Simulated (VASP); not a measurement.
# In: single point with r2SCAN

The system is In.

```
In
1.0
     1.97907   -5.84629    0.00000
     1.97907    5.84629    0.00000
     0.00000    0.00000    4.76842
In
4
Cartesian
  1.9791 4.2859 4.7682
  1.9791 -1.5603 2.3845
  1.9791 -4.2859 0.0003
  1.9791 1.5603 2.3840
```

```json
{"Program": "VASP 6.6.1", "Task": "single point", "Functional": "r2SCAN", "Potentials or basis": "VASP PAW PBE potentials, release 64 (In_d)", "Cutoff": "520 eV", "k mesh": "6 × 6 × 4", "Occupations": "gaussian, width 0.1 eV", "Spin": "no spin polarisation", "Dipole correction": "no", "Further INCAR settings": "ALGO = Normal; EDIFF = 1e-06; NBANDS = 34"}
```

```
Pressure               : 0.0 GPa
Largest force          : 0.017 eV/Å
Band gap on the k mesh : zero (bands 26 and 27 overlap by 4.50 eV)
```

Forces on the atoms (eV/Å):
```
In   0.000  0.016  0.002
In   0.000  0.016 -0.002
In   0.000 -0.016 -0.002
In   0.000 -0.016  0.002
```

Stress tensor (GPa, compression positive):
```
-0.20  0.00  0.00
 0.00  0.00  0.00
 0.00  0.00  0.17
```

Levels at points of the mesh, in eV from the Fermi level:
```tsv
k point	band 24	band 25	band 26	band 27	band 28	band 29
(0.00, 0.00, 0.00)	-2.38	-2.20	1.05	1.28	1.57	2.02
(0.50, 0.00, 0.00)	-4.34	0.93	0.93	1.14	1.14	1.43
(0.50, 0.50, 0.00)	-1.30	-1.13	-0.65	0.35	1.58	2.31
(0.00, 0.00, 0.50)	-3.71	-1.66	-1.66	3.55	3.55	4.38
(0.50, 0.00, 0.50)	-4.48	-2.29	-2.29	-1.87	-1.87	2.30
(0.50, 0.50, 0.50)	-6.30	2.63	2.63	3.47	3.47	3.68
```

Run time: 5.9 min on 1 thread of Intel(R) Xeon(R) 6975P-C (Granite Rapids) (shared host), peak memory 0.35 GiB.

Caveat: the PAW data sets were made with another functional, which shifts forces and pressure a little; spin-orbit coupling is left out, which moves the levels of the heavy elements.
